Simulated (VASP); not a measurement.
**BaTiO3: relaxation of cell and atoms with revPBE+D3(BJ)**

Crystal: BaTiO3.

```
Ba Ti O
1.0
     4.00600    0.00000    0.00000
     0.00000    4.00600    0.00000
     0.00000    0.00000    4.00600
Ba Ti O
1 1 3
Direct
  0.50000 0.50000 0.50000
  0.00000 0.00000 0.00000
  0.50000 0.00000 0.00000
  0.00000 0.50000 0.00000
  0.00000 0.00000 0.50000
```

```yaml
Program: VASP 6.6.1
Task: relaxation of cell and atoms
Functional: revPBE
Dispersion: D3(BJ)
Potentials_or_basis: VASP PAW PBE potentials, release 64 (Ba_sv, Ti_sv, O)
Cutoff: 600 eV
k_mesh: 6 × 6 × 6
Occupations: fermi-dirac, width 0.02 eV
Spin: no spin polarisation
Dipole_correction: no
Further_INCAR_settings: ALGO = Normal; EDIFF = 1e-07; IBRION = 2; EDIFFG = -0.05; NSW = 100; ISIF = 3
```

```
Pressure after relaxing    : 0.1 GPa
Band gap on the k mesh     : 1.77 eV (least direct gap 1.92 eV)
Dispersion energy per atom : -0.486 eV
```

Final structure:
```yaml
crystal:
  lattice:
    - [4.00600, 0.00000, 0.00000]
    - [0.00000, 4.00600, 0.00000]
    - [0.00000, 0.00000, 4.00600]
  atoms:
    - { symbol: Ba, position: [0.50000, 0.50000, 0.50000] }
    - { symbol: Ti, position: [0.00000, 0.00000, 0.00000] }
    - { symbol: O, position: [0.50000, 0.00000, 0.00000] }
    - { symbol: O, position: [0.00000, 0.50000, 0.00000] }
    - { symbol: O, position: [0.00000, 0.00000, 0.50000] }
```

Levels at points of the mesh, in eV from the valence-band top:
```csv
k point,band 18,band 19,band 20,band 21,band 22,band 23
"(0.00, 0.00, 0.00)",-0.15,-0.15,-0.15,1.77,1.77,1.77
"(0.50, 0.00, 0.00)",-1.82,-0.71,-0.71,1.92,3.48,3.48
"(0.50, 0.50, 0.00)",-0.87,-0.87,-0.09,3.49,3.49,3.90
"(0.50, 0.50, 0.50)",0.00,0.00,0.00,4.15,4.15,4.15
```

Run time: 53 s on 1 thread of Intel Xeon 8259CL (shared host), peak memory 0.21 GiB.

Caveat: the relaxation stopped at its first step, so nothing moved; the PAW data sets were made with another functional, which shifts forces and pressure a little; spin-orbit coupling is left out, which moves the levels of the heavy elements. A k mesh can miss the band edges.
